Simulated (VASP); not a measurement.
**Se: single point with PBEsol**

Crystal: Se.

```xyz
2
Lattice="1.4730 -0.8504 3.7102 0.0000 1.7009 3.7102 -1.4730 -0.8504 3.7102" Properties=species:S:1:pos:R:3 pbc="T T T"
Se    0.0000    0.0000    2.7827
Se    0.0000    0.0000   -2.7827
```

```yaml
Program: VASP 6.6.1
Task: single point
Functional: PBEsol
Potentials_or_basis: VASP PAW PBE potentials, release 64 (Se)
Cutoff: 520 eV
k_mesh: 13 × 13 × 13
Occupations: fermi-dirac, width 0.05 eV
Spin: no spin polarisation
Dipole_correction: no
Further_INCAR_settings: ALGO = Normal; EDIFF = 1e-06; NBANDS = 13
```

```
Pressure               : 65.9 GPa
Band gap on the k mesh : zero (bands 6 and 7 overlap by 7.83 eV)
```

Stress tensor (GPa, compression positive):
```
65.77  0.00  0.00
 0.00 65.77  0.00
 0.00  0.00 66.29
```

Levels at points of the mesh, in eV from the Fermi level:
| k point | band 2 | band 3 | band 4 | band 5 | band 6 | band 7 | band 8 | band 9 | band 10 | band 11 |
| --- | --- | --- | --- | --- | --- | --- | --- | --- | --- | --- |
| (0.00, 0.00, 0.00) | -10.86 | -9.49 | -0.61 | -0.61 | 3.54 | 3.54 | 5.72 | 6.12 | 8.22 | 8.22 |

Wall time 47 s on 1 thread of AMD EPYC 9R45 96-Core Processor (Zen 5), with other jobs on the host, peak memory 0.19 GiB.

Caveat: the cell stands under pressure; the PAW data sets were made with another functional, which shifts forces and pressure a little.
